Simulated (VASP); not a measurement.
Here is a VASP 6.6.1 calculation.

INCAR

```
PREC = Accurate
ENCUT = 520
EDIFF = 1E-6
ISMEAR = 0
SIGMA = 0.1
LREAL = F
LASPH = T
NELM = 100
ALGO = Normal
ISIF = 2
LWAVE = F
LCHARG = F
GGA = PS
NBANDS = 12
```

File KPOINTS:

```
Automatic mesh
0
Gamma
  18 18 18
```

The input POSCAR:

```
Ti
1.0
    0.0000000000      2.0279278336      2.0279278336
    2.0279278336      0.0000000000      2.0279278336
    2.0279278336      2.0279278336      0.0000000000
Ti
1
Direct
    0.0000000000      0.0000000000      0.0000000000
```

Potentials or basis: VASP PAW PBE potentials, release 64 (Ti_sv).

Command:

```bash
$ cat potpaw_PBE.64/Ti_sv/POTCAR > POTCAR
$ mpirun -np 1 vasp_std > vasp.out
```

Predict the band gap on the k mesh.

zero (band 6 reaches 9.43 eV, above the bottom of band 7 at 8.07 eV).

Predict the pressure.

-0.3 GPa.

Caveat: the PAW data sets were made with another functional, which shifts forces and pressure a little.
